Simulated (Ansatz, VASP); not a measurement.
**One calculation of ZnS, two programs**

```
CELL_PARAMETERS angstrom
3.68491 0.00000 0.00000
-1.84246 3.19123 0.00000
0.00000 0.00000 6.06542
ATOMIC_POSITIONS crystal
Zn 0.33333 0.66667 0.00596
Zn 0.66667 0.33333 0.50596
S 0.33333 0.66667 0.37904
S 0.66667 0.33333 0.87904
```

Alike in both runs: task single point; functional PBEsol; k mesh 6 × 6 × 4; no spin polarisation.

|  | VASP | Ansatz |
| --- | --- | --- |
| version | VASP 6.6.1 | Ansatz 0.2.0 |
| potentials or method | VASP PAW PBE potentials, release 64 (Zn, S), cutoff 520 eV | all-electron LAPW, scalar-relativistic |
| occupations | gaussian, width 0.01 eV | fixed |

Ansatz gave:

- gap on the k mesh at the Fermi level (eV): 2.49
- pressure (GPa): 7.0

**Question.** Which values does VASP return?

**Answer.** gap on the k mesh at the Fermi level (eV): 2.50; pressure (GPa): 7.3.

VASP's potentials were made for PBE, not for PBEsol. Ansatz ran all-electron here, and VASP with PAW potentials.
